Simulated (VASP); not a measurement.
Here is a VASP 6.6.1 calculation.

The input INCAR:

```
  PREC = Accurate
  ENCUT = 520
  EDIFF = 1E-7
  ISMEAR = -1
  SIGMA = 0.1
  LREAL = False
  LASPH = True
  NELM = 100
  ALGO = Normal
  ISIF = 2
  LWAVE = False
  LCHARG = False
  NBANDS = 16
```

KPOINTS

```
regular mesh
0
Gamma
  12 12 12
```

File POSCAR:

```
ZnS
1.0
    0.0000000000      2.6484687084      2.6484687084
    2.6484687084      0.0000000000      2.6484687084
    2.6484687084      2.6484687084      0.0000000000
Zn S
1 1
Direct
    0.7500000000      0.7500000000      0.7500000000
    0.0000000000      0.0000000000      0.0000000000
```

Potentials or basis: VASP PAW LDA potentials, release 64 (Zn, S).

Run with:

```sh
$ cat potpaw_LDA.64/Zn/POTCAR potpaw_LDA.64/S/POTCAR > POTCAR
$ mpirun -np 1 vasp_std > vasp.out
```

Problem. What does it give for the band gap on the k mesh?

Solution. 2.16 eV, direct.

Problem. Predict the pressure.

Solution. 0.3 GPa.

A k mesh can miss the band edges. Expect the measured gap to be larger: semilocal functionals such as LDA lack the derivative discontinuity.
